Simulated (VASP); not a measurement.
Write the native input for VASP 6.6.1 that does the following.

```
Task                   : relaxation of cell and atoms
Functional             : PBE
Potentials or basis    : VASP PAW PBE potentials, release 64 (Si, Ge_d)
Cutoff                 : 600 eV
k mesh                 : 8 × 8 × 4
Occupations            : gaussian, width 0.1 eV
Spin                   : no spin polarisation
Dipole correction      : no
Further INCAR settings : ALGO = Normal; EDIFF = 1e-07; IBRION = 2; EDIFFG = -0.01; NSW = 100; ISIF = 3
```

The structure of Si5Ge2 lies in POSCAR:

```
Si5Ge2
1.0
    3.8032152532      0.0000000000      0.0000000000
    0.0000000000      3.8032152532      0.0000000000
    0.0000000000      0.0000000000      8.4746723789
Si Ge
5 2
Direct
    0.5000000000      0.0000000000      0.7066243680
    0.0000000000      0.5000000000      0.7066243680
    0.5000000000      0.0000000000      0.9929449778
    0.0000000000      0.5000000000      0.9929449778
    0.0000000000      0.0000000000      0.1789008724
    0.5000000000      0.0000000000      0.3979104280
    0.0000000000      0.5000000000      0.3979104280
```

The cell was built from a structure type or drawn by symmetry, and may not be a known phase.

One way to write it, as run:

INCAR

```
SYSTEM = Si5Ge2
PREC = Accurate
ENCUT = 600
EDIFF = 1E-7
ISMEAR = 0
SIGMA = 0.1
LREAL = .False.
LASPH = .True.
NELM = 80
ALGO = Normal
ISIF = 3
LWAVE = .False.
LCHARG = .False.
GGA = PE
IBRION = 2
NSW = 100
EDIFFG = -0.01
```

KPOINTS

```
regular mesh
0
Gamma
  8 8 4
  0 0 0
```

Potentials or basis: VASP PAW PBE potentials, release 64 (Si, Ge_d).

The run is started by

```console
$ cat potpaw_PBE.64/Si/POTCAR potpaw_PBE.64/Ge_d/POTCAR > POTCAR
$ mpirun -np 1 vasp_std > vasp.out
```

It gave:

The relaxed volume is 17.58 Å³/atom, the relaxed cell is a = 3.707 Å, b = 3.707 Å, c = 8.954 Å, α = 90.00°, β = 90.00°, γ = 90.00° and the space group after relaxing (to 0.1 Å) is P4mm (No. 99). The energy gained by relaxing is 24.1 meV/atom. The ionic steps are 19 and the pressure after relaxing is 0.0 GPa. The band gap on the k mesh is zero (bands 24 and 25 overlap by 3.54 eV).

Run time: 39 min on 1 thread of Intel(R) Xeon(R) 6975P-C (Granite Rapids), on a shared host, peak memory 0.34 GiB.
